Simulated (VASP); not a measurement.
# Sn: single point with LDA

The system is Sn.

```xyz
1
Lattice="-1.8947 1.8947 1.8947 1.8947 -1.8947 1.8947 1.8947 1.8947 -1.8947" Properties=species:S:1:pos:R:3 pbc="T T T"
Sn    0.0000    0.0000    0.0000
```

- Program: VASP 6.6.1
- Task: single point
- Functional: LDA
- Potentials or basis: VASP PAW LDA potentials, release 64 (Sn_d)
- Cutoff: 500 eV
- k mesh: 12 × 12 × 12
- Occupations: methfessel-paxton, width 0.15 eV
- Spin: no spin polarisation

The pressure is -3.6 GPa. The band gap on the k mesh is zero (band 7 reaches 15.62 eV, above the bottom of band 8 at 5.37 eV).

Levels at points of the mesh, in eV from the Fermi level:
| k point | band 3 | band 4 | band 5 | band 6 | band 7 | band 8 | band 9 | band 10 | band 11 | band 12 |
| --- | --- | --- | --- | --- | --- | --- | --- | --- | --- | --- |
| (0.00, 0.00, 0.00) | -21.48 | -21.34 | -21.34 | -11.12 | 7.80 | 7.80 | 7.80 | 12.19 | 12.19 | 12.19 |
| (0.50, 0.00, 0.00) | -21.35 | -21.35 | -21.26 | -6.50 | -4.41 | 3.51 | 5.38 | 8.00 | 8.33 | 14.93 |
| (0.50, 0.50, 0.50) | -21.28 | -21.28 | -21.28 | -2.64 | -0.51 | -0.51 | -0.51 | 3.94 | 3.94 | 18.18 |

It took 6.9 s on 1 thread of Intel(R) Xeon(R) Platinum 8375C CPU @ 2.90GHz (Ice Lake), on a shared host, peak memory 0.14 GiB.

Caveat: spin-orbit coupling is left out, which moves the levels of the heavy elements.
